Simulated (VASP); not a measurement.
Set up this calculation in VASP 6.6.1, as the native input.

| Item | Value |
| --- | --- |
| Task | single point |
| Functional | PBE |
| Potentials or basis | VASP PAW PBE potentials, release 64 (Li_sv, Br) |
| Cutoff | 750 eV |
| k mesh | 4 × 4 × 4 |
| Occupations | gaussian, width 0.01 eV |
| Spin | no spin polarisation |
| Dipole correction | no |
| Further INCAR settings | ALGO = Normal; EDIFF = 1e-06; NBANDS = 12 |

The structure of LiBr lies in POSCAR:

```
LiBr
1.0
    0.0000000000      2.7395485816      2.7395485816
    2.7395485816      0.0000000000      2.7395485816
    2.7395485816      2.7395485816      0.0000000000
Li Br
1 1
Direct
    0.0000000000      0.0000000000      0.0000000000
    0.5000000000      0.5000000000      0.5000000000
```

These files were run (other wordings do the same):

INCAR

```
PREC     = Accurate       # precision mode
ENCUT    = 750            # plane-wave cutoff, eV
EDIFF    = 1E-6           # SCF threshold, eV
ISMEAR   = 0              # smearing method
SIGMA    = 0.01           # smearing width, eV
LREAL    = F              # projectors in reciprocal space
LASPH    = T              # aspherical terms in the spheres
NELM     = 120            # most SCF steps
ALGO     = Normal         # electronic algorithm
ISIF     = 2              # what is computed and relaxed
LWAVE    = F              # write WAVECAR
LCHARG   = F              # write CHGCAR
GGA      = PE             # functional
NBANDS   = 12             # bands
GGA_COMPAT= F
```

KPOINTS

```
Automatic mesh
0
Gamma
  4 4 4
```

Potentials or basis: VASP PAW PBE potentials, release 64 (Li_sv, Br).

Launch:

```console
$ cat potpaw_PBE.64/Li_sv/POTCAR potpaw_PBE.64/Br/POTCAR > POTCAR
$ mpirun -np 1 vasp_std > vasp.out
```

It gave:

```
Pressure               : 0.6 GPa
Band gap on the k mesh : 4.99 eV, direct
```

Caveat: the k points lie up to 0.50 Å⁻¹ apart.

It took 4.5 s on 1 thread of Intel(R) Xeon(R) 6975P-C (Granite Rapids), on a shared host, peak memory 0.19 GiB.
